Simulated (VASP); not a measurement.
Write the native input for VASP 6.6.1 that does the following.

```yaml
Task: single point
Functional: PBEsol
Potentials_or_basis: VASP PAW PBE potentials, release 64 (K_sv)
Cutoff: 500 eV
k_mesh: 6 × 6 × 6
Occupations: fermi-dirac, width 0.1 eV
Spin: no spin polarisation
Dipole_correction: no
Further_INCAR_settings: ALGO = Normal; EDIFF = 1e-06; NBANDS = 10
```

The structure of K lies in POSCAR:

```
K
1.0
    0.0000000000      2.3263182428      2.3263182428
    2.3263182428      0.0000000000      2.3263182428
    2.3263182428      2.3263182428      0.0000000000
K
1
Direct
    0.0000000000      0.0000000000      0.0000000000
```

This isn't the form of K at room conditions, which is bcc.

One way to write it, as run:

INCAR

```
PREC = Accurate
ENCUT = 500
EDIFF = 1E-6
ISMEAR = -1
SIGMA = 0.1
LREAL = F
LASPH = T
NELM = 120
ALGO = Normal
ISIF = 2
LWAVE = F
LCHARG = T
GGA = PS
LELF = T
LVHAR = T
NBANDS = 10
GGA_COMPAT = F
```

KPOINTS

```
Automatic mesh
0
Gamma
  6 6 6
```

Potentials or basis: VASP PAW PBE potentials, release 64 (K_sv).

Command:

```sh
$ cat potpaw_PBE.64/K_sv/POTCAR > POTCAR
$ mpirun -np 1 vasp_std > vasp.out
```

Results of the run:

* Pressure: 20.1 GPa
* Band gap on the k mesh: zero (an odd number of electrons rules out a gap without spin polarisation)

Caveat: the k points lie up to 0.39 Å⁻¹ apart, too coarse for converged energies and pressures of a metal; the PAW data sets were made with another functional, which shifts forces and pressure a little.

Run time: 3.3 s on 1 thread of Intel(R) Xeon(R) Platinum 8375C CPU @ 2.90GHz (Ice Lake) (shared host), peak memory 0.13 GiB.
